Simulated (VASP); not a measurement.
# CuO: single point with PBE+U

The system is CuO.

```
Cu O
1.0
     2.29393   -1.73012    0.04204
     2.29393    1.73012    0.04204
    -0.75122    0.00000    5.10756
Cu O
2 2
Direct
  0.99425 0.49424 0.00185
  0.49424 0.99425 0.50185
  0.55443 0.43407 0.25185
  0.43407 0.55443 0.75185
```

```
Program             : VASP 6.6.1
Task                : single point
Functional          : PBE
Potentials or basis : VASP PAW PBE potentials, release 64 (Cu, O)
Cutoff              : 520 eV
k mesh              : 6 × 6 × 4
Occupations         : gaussian, width 0.05 eV
Spin                : collinear spin
Starting moments    : [0.66, 0.66, 0.0, 0.0] μB
Hubbard terms       : Cu d U = 4.0 eV
```

```
Pressure                                              : 6.9 GPa
Largest force                                         : 0.003 eV/Å
Band gap on the k mesh                                : zero (filled and empty bands overlap)
Net moment                                            : 1.99 μB per cell
Site moments                                          : Cu +0.65; O +0.30 μB
Valence electrons inside the program's atomic spheres : Cu 9.94; O 5.00
```

Forces in eV/Å, atoms in the order of the input:
```
Cu   0.000  0.000  0.001
Cu   0.000  0.000  0.001
O    0.000 -0.003 -0.001
O    0.000  0.003 -0.001
```

Stress tensor (GPa, compression positive):
```
6.99 0.00 0.32
0.00 7.35 0.00
0.32 0.00 6.27
```

Levels at points of the mesh, in eV from the Fermi level:
Spin up:
```tsv
k point	band 16	band 17	band 18	band 19	band 20	band 21
(0.00, 0.00, 0.00)	-2.54	-0.65	-0.11	1.60	6.50	7.91
(0.50, 0.00, 0.00)	-2.15	-0.99	-0.70	4.51	6.59	6.95
(0.50, 0.50, 0.00)	-2.71	-1.85	0.06	3.35	7.48	8.43
(0.00, 0.00, 0.50)	-2.15	-0.83	-0.83	3.89	3.89	11.80
(0.50, 0.00, 0.50)	-2.78	-1.37	-0.34	5.16	6.56	8.22
(0.50, 0.50, 0.50)	-2.47	-1.92	-1.92	5.11	5.11	9.26
```
Spin down:
```tsv
k point	band 12	band 13	band 14	band 15	band 16	band 17	band 18	band 19	band 20	band 21
(0.00, 0.00, 0.00)	-3.03	-2.94	-2.45	-2.36	-1.94	1.29	1.88	2.09	6.61	8.27
(0.50, 0.00, 0.00)	-3.58	-3.40	-2.53	-2.32	-1.60	1.34	1.53	4.60	6.77	7.28
(0.50, 0.50, 0.00)	-3.66	-3.46	-3.19	-2.17	-1.45	-0.04	2.37	3.33	7.64	8.42
(0.00, 0.00, 0.50)	-3.74	-3.19	-3.19	-1.61	-1.61	1.43	1.43	4.20	4.20	11.97
(0.50, 0.00, 0.50)	-3.60	-3.29	-2.67	-2.36	-2.27	0.90	1.79	5.30	6.83	8.38
(0.50, 0.50, 0.50)	-3.82	-2.57	-2.57	-1.89	-1.89	0.87	0.87	5.14	5.14	9.51
```

Eigenvalues of the final occupation matrices:
```
    site  spin  trace               eigenvalues
site 1 d     1   4.91  0.96 0.97 0.97 0.98 1.03
site 1 d     2   4.26  0.40 0.95 0.97 0.97 0.98
site 2 d     1   4.91  0.96 0.97 0.97 0.98 1.03
site 2 d     2   4.26  0.40 0.95 0.97 0.97 0.98
```

Wall time 2.3 min on 1 thread of Intel(R) Xeon(R) Platinum 8488C (Sapphire Rapids), with other jobs on the host, peak memory 0.22 GiB.

Caveat: the k points lie up to 0.38 Å⁻¹ apart; semilocal functionals underestimate gaps, and a narrow one can read as zero.
